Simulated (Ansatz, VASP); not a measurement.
Ga2Sb2CO in VASP and in Ansatz

```xyz
6
Lattice="4.3344 0.0000 0.0000 -2.1672 3.7537 0.0000 0.0000 0.0000 23.6197" Properties=species:S:1:pos:R:3 pbc="T T T"
Sb    0.0000    0.0000    4.0000
Sb    0.0000    2.5025    7.6992
Ga    0.0000    2.5025    4.8848
Ga    2.1672    1.2512    8.4697
O     2.1672    1.2512   11.5697
C     2.1672    1.2512   12.7197
```

Alike in both runs: task single point; functional PBE; dispersion D3(BJ); k mesh 6 × 6 × 1; occupations gaussian, width 0.1 eV; no spin polarisation.

```csv
,VASP,Ansatz
version,VASP 6.6.1,Ansatz 0.2.0
potentials or method,"VASP PAW PBE potentials, release 64 (Sb, Ga_d, O, C), cutoff 520 eV","scalar-relativistic, plane waves, PAW"
valence electrons in the cell,46,66
```

Ansatz gave:

| Item | Value |
| --- | --- |
| gap on the k mesh at the Fermi level (eV) | 0.06 |
| least direct gap on the mesh (eV) | 0.06 |
| rms of the force components (eV/Å) | 0.514 |

Which values does VASP return?

gap on the k mesh at the Fermi level (eV): 0.06; least direct gap on the mesh (eV): 0.06; rms of the force components (eV/Å): 0.245.

One of these differences is far larger than is usual between the two programs; its cause wasn't traced. VASP's potentials hold 46 valence electrons a cell and Ansatz's 66, so a difference there can come from the potentials and not from the codes.

Neither program's run includes spin-orbit coupling. Noted on VASP's run: the standard files for N, O and F lose accuracy on very short bonds.
